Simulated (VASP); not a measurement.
Fe, 2 atoms in the cell. Symmetry: P6_3/mmc, No. 194, hexagonal system. Conventional cell: a = 2.434 Å, b = 2.434 Å, c = 3.842 Å, α = 90.00°, β = 90.00°, γ = 120.00°. Within 3.1 Å of Fe (site symmetry -6m2) lie 12 Fe at 2.38 to 2.43 Å. 

| Quantity | Value |
| --- | --- |
| Program | VASP 6.6.1 |
| Task | single point |
| Functional | PBE |
| Potentials or basis | VASP PAW PBE potentials, release 64 (Fe) |
| Cutoff | 520 eV |
| k mesh | 10 × 10 × 6 |
| Occupations | fermi-dirac, width 0.05 eV |
| Spin | collinear spin, ferromagnetic start |
| Starting moments | [0.75, 0.75] μB |
| Fixed moment | 1.5 μB |
| Dipole correction | no |
| Further INCAR settings | ALGO = Normal; EDIFF = 1e-06; NBANDS = 19 |

Potentials or basis: VASP PAW PBE potentials, release 64 (Fe).

Command:

```console
$ cat potpaw_PBE.64/Fe/POTCAR > POTCAR
$ mpirun -np 1 vasp_std > vasp.out
```

Hardware: 1 thread of Intel(R) Xeon(R) 6975P-C (Granite Rapids), on a shared host.

Task: Estimate the wall time of this run.

Result: Wall time 17 s on 1 thread of Intel(R) Xeon(R) 6975P-C (Granite Rapids), on a shared host, peak memory 0.15 GiB. Counts: scf iterations 13, k points 56.
